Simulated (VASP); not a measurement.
## Co: single point with PBE

Crystal: Co.

```
Co
1.0
     2.41860    0.00000    0.00000
    -1.20930    2.09457    0.00000
     0.00000    0.00000    4.19360
Co
2
Direct
  0.33333 0.66667 0.25000
  0.66667 0.33333 0.75000
```

* Program: VASP 6.6.1
* Task: single point
* Functional: PBE
* Potentials or basis: VASP PAW PBE potentials, release 64 (Co)
* Cutoff: 520 eV
* k mesh: 21 × 21 × 12
* Occupations: gaussian, width 0.15 eV
* Spin: collinear spin, ferromagnetic start
* Starting moments: [1.86, 1.86] μB

```
Pressure                                              : 5.5 GPa
Net moment                                            : 3.20 μB per cell
Site moments                                          : Co +1.61 μB
Valence electrons inside the program's atomic spheres : Co 8.32
```

Stress tensor (GPa, compression positive):
```
12.66  0.00  0.00
 0.00 12.66  0.00
 0.00  0.00 -8.94
```

Levels at points of the mesh, in eV from the Fermi level:
Spin up:
| k point | band 7 | band 8 | band 9 | band 10 | band 11 | band 12 | band 13 | band 14 | band 15 | band 16 |
| --- | --- | --- | --- | --- | --- | --- | --- | --- | --- | --- |
| (0.00, 0.00, 0.00) | -2.37 | -1.77 | -1.77 | -0.89 | -0.89 | -0.88 | 5.50 | 23.06 | 23.44 | 25.85 |
| (0.00, 0.00, 0.50) | -2.63 | -2.63 | -1.19 | -1.19 | -1.19 | -1.19 | 13.44 | 13.44 | 23.74 | 23.74 |
Spin down:
| k point | band 5 | band 6 | band 7 | band 8 | band 9 | band 10 |
| --- | --- | --- | --- | --- | --- | --- |
| (0.00, 0.00, 0.00) | -1.02 | -0.92 | -0.74 | -0.74 | 0.08 | 0.08 |
| (0.00, 0.00, 0.50) | -1.02 | -1.02 | -1.02 | -1.02 | 0.72 | 0.72 |

Wall time 2.8 min on 1 thread of Intel(R) Xeon(R) Platinum 8259CL CPU @ 2.50GHz (Skylake/Cascade Lake), with other jobs on the host, peak memory 0.3 GiB.

Caveat: the stress differs along the axes, from -9 to 13 GPa.
